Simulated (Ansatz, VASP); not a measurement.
## One calculation of As, two programs

```
As
1.0
     0.00000    2.96639    2.96639
     2.96639    0.00000    2.96639
     2.96639    2.96639    0.00000
As
2
Direct
  0.12500 0.12500 0.12500
  0.87500 0.87500 0.87500
```

Alike in both runs: task single point; functional PBEsol; k mesh 10 × 10 × 10; occupations fermi-dirac, width 0.1 eV; no spin polarisation.

```csv
,VASP,Ansatz
version,VASP 6.6.1,Ansatz 0.2.0
potentials or method,"VASP PAW PBE potentials, release 64 (As), cutoff 520 eV","plane waves (420 eV) with PAW, scalar-relativistic"
valence electrons in the cell,10,30
```

|  | VASP | Ansatz | Ansatz less VASP |
| --- | --- | --- | --- |
| pressure (GPa) | 2.4 | 2.1 | -0.27 |

VASP's potentials were made for PBE, not for PBEsol, and Ansatz warns of the same on its side. VASP's potentials hold 10 valence electrons a cell and Ansatz's 30, so a difference there can come from the potentials and not from the codes.
